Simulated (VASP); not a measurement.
Runs of VASP 6.6.1 on FeO. The structure is cubic, space group Fm-3m (No. 225). The conventional cell has a = 4.311 Å, b = 4.311 Å, c = 4.311 Å, α = 90.00°, β = 90.00°, γ = 90.00°. Within 2.9 Å of Fe (site symmetry m-3m) lie 6 O at 2.16 Å. O (site symmetry m-3m) has 6 Fe at 2.16 Å within 2.9 Å. 

```tsv
spin	fixed moment (μB)	pressure (GPa)	moment (μB)
collinear, ferromagnetic start	4.2	4.9	4.20
collinear, ferromagnetic start	0.8	-22.3	0.80
collinear, ferromagnetic start	1.7	-19.2	1.70
collinear, zero start	0.0	(b)	0.00
collinear, ferromagnetic start	3.4	-6.2	3.40
collinear, ferromagnetic start	2.5	(a)	2.50
```

Alike in all rows: task single point; level PBE; potentials or basis VASP PAW PBE potentials, release 64 (Fe, O); cell as given; k mesh 9 × 9 × 9; cutoff (eV) 600; smearing fermi-dirac 0.15 eV.

Problem. Fill in the values left out.

Solution. (a) -14.1; (b) -23.2.

Caveats: the total moment is fixed, so each spin has its own Fermi level and the state may be an excited one (at least some runs); a cell with one magnetic atom can't hold antiferromagnetic order, which such compounds often take (at least some runs); the cell stands under tension (at least some runs); the cell stands under pressure (at least some runs); the total moment is fixed, so each spin has its own Fermi level (at least some runs).
